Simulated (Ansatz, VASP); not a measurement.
# Two plane-wave programs on Si

```
CELL_PARAMETERS angstrom
2.53234 0.00000 0.00000
0.00000 2.53234 0.00000
0.00000 0.00000 2.53234
ATOMIC_POSITIONS crystal
Si 0.00000 0.00000 0.00000
```

Alike in both runs: functional PBE; k mesh 22 × 22 × 22; occupations gaussian, width 0.1 eV; no spin polarisation.

Ansatz relaxed the structure, and its values are those at the end. VASP's run is a single point on that final structure, the one shown.

```csv
,VASP,Ansatz
version,VASP 6.6.1,Ansatz 0.2.0
potentials or method,"VASP PAW PBE potentials, release 64 (Si), cutoff 500 eV","scalar-relativistic, plane waves, PAW"
valence electrons in the cell,4,4
```

|  | VASP | Ansatz | Ansatz less VASP |
| --- | --- | --- | --- |
| gap on the k mesh at the Fermi level (eV) | none | none | - |
| pressure (GPa) | 0.0 | 0.0 | +0.05 |

A gap of «none» marks a metal or a gap that the smearing closes.
